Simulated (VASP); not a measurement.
A run of VASP 6.6.1 is set up as follows.

File INCAR:

```
PREC = Accurate
ENCUT = 520
EDIFF = 1E-7
ISMEAR = 0
SIGMA = 0.02
LREAL = False
LASPH = True
NELM = 60
ALGO = Normal
ISIF = 2
LWAVE = False
LCHARG = True
GGA = PE
LELF = True
LVHAR = True
NBANDS = 16
```

File KPOINTS:

```
Automatic mesh
0
Gamma
  8 8 8
```

The input POSCAR:

```
CdS
1.0
    0.0000000000      3.0213279996      3.0213279996
    3.0213279996      0.0000000000      3.0213279996
    3.0213279996      3.0213279996      0.0000000000
Cd S
1 1
Direct
    0.0000000000      0.0000000000      0.0000000000
    0.2500000000      0.2500000000      0.2500000000
```

Potentials or basis: VASP PAW PBE potentials, release 64 (Cd, S).

Command:

```console
$ cat potpaw_PBE.64/Cd/POTCAR potpaw_PBE.64/S/POTCAR > POTCAR
$ mpirun -np 1 vasp_std > vasp.out
```

(1) Predict the band gap on the k mesh.

(2) What does it give for the pressure?

Answers

(1) 0.91 eV, direct.

(2) -2.5 GPa.
